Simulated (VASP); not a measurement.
# Si (P6_3/mmc) in VASP: settings compared, part 2 of 3

VASP 6.6.1. Earlier steps stand in the parts before.

### Step 4. Single point, RPBE

This run uses another cell than the first one: it holds 4 atoms, not 72.

Input file INCAR:

```
ALGO = Normal ; EDIFF = 1E-6
ENCUT = 520 ; GGA = RP
ISIF = 2 ; ISMEAR = 0
LASPH = True ; LCHARG = True
LELF = True ; LREAL = False
LVHAR = True ; LWAVE = False
NBANDS = 16 ; NELM = 80
PREC = Accurate ; SIGMA = 0.02
```

Input file KPOINTS:

```
k-points
0
Gamma
  12 12 6
```

Input file POSCAR:

```
Si
1.0
    3.9668190449      0.0000000000      0.0000000000
   -1.9834095225      3.4353660651      0.0000000000
    0.0000000000      0.0000000000      6.3108372146
Si
4
Direct
    0.3333333333      0.6666666667      0.0606629648
    0.6666666667      0.3333333333      0.5606629648
    0.3333333333      0.6666666667      0.4393370352
    0.6666666667      0.3333333333      0.9393370352
```

Potentials or basis: VASP PAW PBE potentials, release 64 (Si).

Started as:

```bash
> cat potpaw_PBE.64/Si/POTCAR > POTCAR
> mpirun -np 1 vasp_std > vasp.out
```

OUTCAR:

```text
EDIFF = 1E-6
   ENCUT = 520
   GGA = RP
   ISIF = 2
   ISMEAR = 0
   LASPH = True
   LREAL = False
   NELM = 80
   PREC = Accurate

 ion  position               nearest neighbor table
   1  0.333  0.667  0.061-   3 2.39   4 2.41   4 2.41   4 2.41
   2  0.667  0.333  0.561-   4 2.39   3 2.41   3 2.41   3 2.41
   3  0.333  0.667  0.439-   1 2.39   2 2.41   2 2.41   2 2.41
   4  0.667  0.333  0.939-   2 2.39   1 2.41   1 2.41   1 2.41

  LATTYP: Found a hexagonal cell.
 ALAT       =     3.9668190449
 C/A-ratio  =     1.5909062509

  Lattice vectors:

 A1 = (   3.9668190449,   0.0000000000,   0.0000000000)
 A2 = (  -1.9834095225,   3.4353660651,   0.0000000000)
 A3 = (   0.0000000000,   0.0000000000,   6.3108372146)

Analysis of symmetry for initial positions (statically):
=====================================================================
 Subroutine PRICEL returns:
 Original cell was already a primitive cell.

 Routine SETGRP: Setting up the symmetry group for a
 hexagonal supercell.

 Subroutine GETGRP returns: Found 24 space group operations
 (whereof 12 operations were pure point group operations)
 out of a pool of 24 trial point group operations.

The static configuration has the point symmetry D_3d.
 The point group associated with its full space group is D_6h.

Analysis of symmetry for dynamics (positions and initial velocities):
=====================================================================
 Subroutine PRICEL returns:
 Original cell was already a primitive cell.

 Routine SETGRP: Setting up the symmetry group for a
 hexagonal supercell.

 Subroutine GETGRP returns: Found 24 space group operations
 (whereof 12 operations were pure point group operations)
[... 119 lines left out ...]
   NUPDOWN=      -1.0000    fix difference up-down
   EMIN   =  10.00;   EMAX   =-10.00  energy-range for DOS
   EFERMI =   0.00;   METHOD = LEGACY
   ISMEAR =     0;   SIGMA  =   0.02  broadening in eV -4-tet -1-fermi 0-gaus
   EFERMI_NEDOS =   21; number of points for ismear=-14 and -15
   IALGO  =     38    algorithm
   IMIX   =      4    mixing-type and parameters
     AMIX     =   0.40;   BMIX     =  1.00
     AMIX_MAG =   1.60;   BMIX_MAG =  1.00
  volume/ion in A,a.u.               =      21.50       145.09
  Fermi-wavevector in a.u.,A,eV,Ry     =   0.934575  1.766090 11.883735  0.873430
  Thomas-Fermi vector in A             =   2.061394
   LORBIT       =      0    0 simple, 1 ext, 2 COOP (PROOUT), +10 PAW based schemes
   GGA     = RP    functional components
   LHFCALC =     F    Hartree Fock is set to
   AEXX    =    0.0000 exact exchange contribution
   IVDW    =     0    specifies the selected vdW correction
   LEPSILON=     F    determine dielectric tensor
   LRPA    =     F    only Hartree local field effects (RPA)
 non-spin polarized calculation
 Gauss-broadening in eV      SIGMA  =   0.02
  energy-cutoff  :      520.00
  volume of cell :       86.00
 maximum number of plane-waves:      2364
 NGX is ok and might be reduce to    30

 number of electron      15.9999999 magnetization

 Free energy of the ion-electron system (eV)
  ---------------------------------------------------
  ext. energy  EPLUGINS =         0.00000000
  ---------------------------------------------------
  free energy    TOTEN  =       -20.53963675 eV

  energy without entropy =      -20.53963675  energy(sigma->0) =      -20.53963675

 E-fermi :   5.4481     XC(G=0):  -9.0177

 val. band max:        5.3662085667   @ k =   0.0000   0.0000   0.0000
 cond. band min:       5.8546527165   @ k =   0.5000   0.0000   0.0000
 fundamental gap:      0.4884441499
 Fermi energy:         5.4481259533

 k-point     1 :       0.0000    0.0000    0.0000
  band No.  band energies     occupation
      1      -6.2749      2.00000
      2      -3.9553      2.00000
      3      -1.3794      2.00000
      4       3.7957      2.00000
      5       3.7957      2.00000
      6       5.2938      2.00000
[... 433 lines left out ...]
      3      -1.4281      2.00000
      4       0.8762      2.00000
      5       1.1850      2.00000
      6       2.7481      2.00000
[... 8 lines left out ...]
     15      12.1235      0.00000
     16      12.2559      0.00000

 [... further k-points ...]
[... 5 lines left out ...]
  --------------------------------------------------------------------------------------
  -------------------------------------------------------------------------------------
  Total       -2.5178336     -2.5178336      0.6610310      0.0000000     -0.0000000      0.0000000
  in kB      -46.9067359    -46.9067359     12.3148761      0.0000000     -0.0000000      0.0000000
  external PRESSURE =     -27.1661986 kB  Pullay stress =       0.0000000 kB

 VOLUME and BASIS-vectors are now :
 -----------------------------------------------------------------------------
  energy-cutoff  :      520.00
  volume of cell :       86.00
      direct lattice vectors                 reciprocal lattice vectors
     3.966819045  0.000000000  0.000000000     0.252091156  0.145544897  0.000000000
    -1.983409522  3.435366065  0.000000000     0.000000000  0.291089794  0.000000000
     0.000000000  0.000000000  6.310837215     0.000000000  0.000000000  0.158457581

 POSITION                                       TOTAL-FORCE (eV/Angst)
 -----------------------------------------------------------------------------------
     -0.00000      2.29024      0.38283         0.000000     -0.000000     -0.003789
      1.98341      1.14512      3.53825        -0.000000      0.000000     -0.003789
     -0.00000      2.29024      2.77258         0.000000      0.000000      0.003789
      1.98341      1.14512      5.92800        -0.000000      0.000000      0.003789
 -----------------------------------------------------------------------------------
    total drift:                               -0.000000      0.000000     -0.000000

  FREE ENERGIE OF THE ION-ELECTRON SYSTEM (eV)
  ---------------------------------------------------
  free  energy   TOTEN  =       -20.5396367547 eV

  energy  without entropy=      -20.5396367547  energy(sigma->0) =      -20.53963675
```

Run time: 65 s. Hardware: 1 thread of Intel Xeon Platinum 8559C (Emerald Rapids), shared host; peak memory 0.23 GiB.

What came out:

```
Free energy            : -20.5396 eV
Pressure               : -2.7 GPa
Largest force          : 0.004 eV/Å
Band gap on the k mesh : 0.49 eV (least direct gap 0.54 eV)
```

Forces in eV/Å, atoms in the order of the input:
```
Si   0.000  0.000 -0.004
Si   0.000  0.000 -0.004
Si   0.000  0.000  0.004
Si   0.000  0.000  0.004
```

Levels at points of the mesh, in eV from the valence-band top:
```
           k point  band 4  band 5  band 6  band 7  band 8  band 9  band 10  band 11  band 12  band 13
(0.00, 0.00, 0.00)   -1.57   -1.57   -0.07    0.00    0.00    0.54     1.94     1.94     2.75     2.94
(0.50, 0.00, 0.00)   -5.61   -4.27   -2.94   -2.64   -1.28    0.49     2.37     3.18     3.40     4.77
(0.00, 0.00, 0.50)   -3.78   -0.96   -0.96   -0.96   -0.96    1.41     1.41     2.94     2.94     2.94
(0.50, 0.00, 0.50)   -6.90   -2.29   -2.29   -2.08   -2.08    1.08     1.08     1.97     1.97     5.69
```

Caveat: the stress differs along the axes, from -5 to 1 GPa; the PAW data sets were made with another functional, which shifts forces and pressure a little. A k mesh can miss the band edges.

[end of part 2 of 3]
